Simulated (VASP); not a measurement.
Be2H:

```
Be H
1.0
     3.84044    0.00000    0.00000
     0.00000    3.84044    0.00000
     0.00000    0.00000    3.09747
Be H
4 2
Direct
  0.25000 0.75000 0.00000
  0.75000 0.25000 0.00000
  0.75000 0.75000 0.00000
  0.25000 0.25000 0.00000
  0.50000 0.00000 0.39499
  0.00000 0.50000 0.60501
```

The cell was generated, and may not be a known phase.

* Program: VASP 6.6.1
* Task: relaxation of cell and atoms
* Functional: PBE
* Potentials or basis: VASP PAW PBE potentials, release 64 (Be, H)
* Cutoff: 600 eV
* k mesh: 4 × 4 × 6
* Occupations: gaussian, width 0.1 eV
* Spin: no spin polarisation

At the start: pressure 10.0 GPa; volume 7.61 Å³/atom.

Problem. Where does the relaxation end?

Solution. Over 11 steps the energy falls by 74.2 meV/atom and the volume is 8.70 Å³/atom (+14.2 %); space group P4/nmm (No. 129, to 0.1 Å) before and after.

The path:
| step | energy change (eV) | largest force (eV/Å) | pressure (GPa) | volume (Å³) |
| --- | --- | --- | --- | --- |
| 1 | 0.0000 | 0.3915 | 9.98 | 45.68 |
| 2 | -0.2109 | 0.4317 | 1.59 | 48.87 |
| 3 | -0.2214 | 0.4295 | -0.30 | 49.76 |
| 4 | -0.2214 | 0.4290 | -0.47 | 49.84 |
| 5 | -0.2416 | 0.4429 | -0.40 | 49.88 |
| 6 | -0.3022 | 0.4182 | -0.16 | 49.99 |
| 7 | -0.4007 | 0.2612 | 0.62 | 50.22 |
| 8 | -0.3917 | 0.3031 | 3.86 | 50.68 |
| 9 | -0.4362 | 0.0238 | 1.81 | 50.44 |
| 10 | -0.4406 | 0.0025 | -1.19 | 53.50 |
| 11 | -0.4452 | 0.0147 | 0.02 | 52.18 |

Final structure:
```
CELL_PARAMETERS angstrom
4.07716 0.00000 0.00000
0.00000 4.07716 0.00000
0.00000 0.00000 3.13917
ATOMIC_POSITIONS crystal
Be 0.25000 0.75000 0.00000
Be 0.75000 0.25000 0.00000
Be 0.75000 0.75000 0.00000
Be 0.25000 0.25000 0.00000
H 0.50000 0.00000 0.25936
H 0.00000 0.50000 0.74064
```

Caveat: the k points lie up to 0.39 Å⁻¹ apart in the final cell, too coarse for converged energies and pressures of a metal.
